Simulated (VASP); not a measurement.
HfN: relaxation of cell and atoms with LDA

The system is HfN.

```
Hf N
1.0
     0.00000    2.27390    2.27390
     2.27390    0.00000    2.27390
     2.27390    2.27390    0.00000
Hf N
1 1
Direct
  0.00000 0.00000 0.00000
  0.50000 0.50000 0.50000
```

* Program: VASP 6.6.1
* Task: relaxation of cell and atoms
* Functional: LDA
* Potentials or basis: VASP PAW LDA potentials, release 64 (Hf_pv, N)
* Cutoff: 600 eV
* k mesh: 16 × 16 × 16
* Occupations: gaussian, width 0.1 eV
* Spin: no spin polarisation
* Dipole correction: no
* Further INCAR settings: ALGO = Normal; EDIFF = 1e-07; IBRION = 2; EDIFFG = -0.005; NSW = 70; ISIF = 3

```json
{
  "Relaxed volume": "11.10 Å³/atom",
  "Relaxed cell": "a = 3.155 Å, b = 3.155 Å, c = 3.155 Å, α = 60.00°, β = 60.00°, γ = 60.00°",
  "Space group after relaxing (to 0.05 Å)": "Fm-3m (No. 225)",
  "Energy gained by relaxing": "33.6 meV/atom",
  "Ionic steps": "7",
  "Pressure after relaxing": "0.0 GPa"
}
```

Step by step:
| step | energy change (eV) | largest force (eV/Å) | pressure (GPa) | volume (Å³) |
| --- | --- | --- | --- | --- |
| 1 | 0.0000 | 0.0000 | -15.61 | 23.51 |
| 2 | 0.2320 | 0.0000 | 44.60 | 19.83 |
| 3 | -0.0671 | 0.0000 | -0.67 | 22.25 |
| 4 | -0.0672 | 0.0000 | -0.08 | 22.21 |
| 5 | -0.0672 | 0.0000 | 0.27 | 22.18 |
| 6 | -0.0671 | 0.0000 | -0.45 | 22.24 |
| 7 | -0.0672 | 0.0000 | 0.00 | 22.20 |

Final structure:
```
CELL_PARAMETERS angstrom
0.00000 2.23084 2.23084
2.23084 0.00000 2.23084
2.23084 2.23084 0.00000
ATOMIC_POSITIONS crystal
Hf 0.00000 0.00000 0.00000
N 0.50000 0.50000 0.50000
```

Levels at points of the mesh, in eV from the Fermi level:
```tsv
k point	band 4	band 5	band 6	band 7	band 8	band 9	band 10	band 11
(0.00, 0.00, 0.00)	-17.45	-2.98	-2.98	-2.98	-0.41	-0.41	-0.41	2.01
(0.50, 0.00, 0.00)	-14.41	-9.05	-6.34	-6.34	3.46	3.87	3.87	4.77
(0.50, 0.50, 0.00)	-16.33	-5.27	-3.99	-3.61	-3.61	4.26	5.79	5.79
```

Wall time 120 s on 1 thread of Intel(R) Xeon(R) 6975P-C (Granite Rapids), on a shared host, peak memory 0.2 GiB.

Caveat: spin-orbit coupling is left out, which moves the levels of the heavy elements. LDA usually gives volumes a few per cent too small.
